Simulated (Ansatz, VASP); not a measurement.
# HfNbTe4: VASP beside Ansatz

```
Hf Nb Te
1.0
     6.24273    0.00000    0.00000
    -3.12136    5.40636    0.00000
     0.00000    0.00000    4.91273
Hf Nb Te
1 1 4
Direct
  0.00000 0.00000 0.00000
  0.33333 0.66667 0.00000
  0.66667 0.33333 0.00000
  0.01647 0.50824 0.50000
  0.49176 0.50824 0.50000
  0.49176 0.98353 0.50000
```

Change from the starting cell: species swapped into the EuAlAg4 type (P-6m2, No. 187).

Alike in both runs: functional PBE; k mesh 3 × 3 × 4; occupations gaussian, width 0.1 eV; no spin polarisation.

Ansatz relaxed the structure, and its values are those at the end. VASP's run is a single point on that final structure, the one shown.

```csv
,VASP,Ansatz
version,VASP 6.6.1,Ansatz 0.2.0
potentials or method,"VASP PAW PBE potentials, release 64 (Hf_pv, Nb_sv, Te), cutoff 500 eV","scalar-relativistic, plane waves, PAW"
valence electrons in the cell,47,103
```

|  | VASP | Ansatz | Ansatz less VASP |
| --- | --- | --- | --- |
| gap on the k mesh at the Fermi level (eV) | none | none | - |
| pressure (GPa) | -0.1 | 0.0 | +0.11 |
| rms of the force components (eV/Å) | 0.005 | 0.000 | -0.0042 |

A gap of «none» marks a metal or a gap that the smearing closes. The functional is the same, so the differences come from potentials, cutoffs and numerics. VASP's potentials hold 47 valence electrons a cell and Ansatz's 103, so a difference there can come from the potentials and not from the codes.

The k mesh is coarse, so the values compare programs but aren't converged. Spin-orbit coupling is off throughout.
